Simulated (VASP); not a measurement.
Runs of VASP 6.6.1 on HfC5. The structure is that of space group P4/mmm (No. 123), or close to it. The cells are those of the table. 

```tsv
task	cell	k mesh	cutoff (eV)	gap on the mesh (eV)	pressure (GPa)	relaxed volume (Å³/atom)	largest force (eV/Å)
single point	a = 4.788, b = 4.788, c = 3.396 Å, 6 atoms	4 × 4 × 4	520	none	-0.1	-	0.14
relaxation of cell and atoms	relaxed from a = 4.852, b = 4.852, c = 3.807 Å, 6 atoms	4 × 4 × 4	600	none	-0.2	(b)	0.03
single point	a = 4.852, b = 4.852, c = 3.082 Å, 6 atoms	4 × 4 × 6	520	none	0.0	-	(a)
single point	a = 4.848, b = 4.848, c = 3.012 Å, 6 atoms	8 × 8 × 12	520	none	0.0	-	0.11
relaxation of cell and atoms	relaxed from a = 4.852, b = 4.852, c = 3.082 Å, 6 atoms	8 × 8 × 12	600	none	-0.1	11.78	0.01
```

Alike in all rows: level PBE; potentials or basis VASP PAW PBE potentials, release 64 (Hf_pv, C); no spin polarisation; smearing gaussian 0.1 eV.

**Question.** Estimate the missing entries.

**Answer.** (a) 0.10; (b) 12.96.

Caveats: some runs use coarse meshes; spin-orbit coupling is left out, which moves the levels of the heavy elements.

A k mesh can miss the band edges, and the runs leave out spin-orbit coupling on Hf.

A gap of «none» marks levels without a gap at the run's occupations.
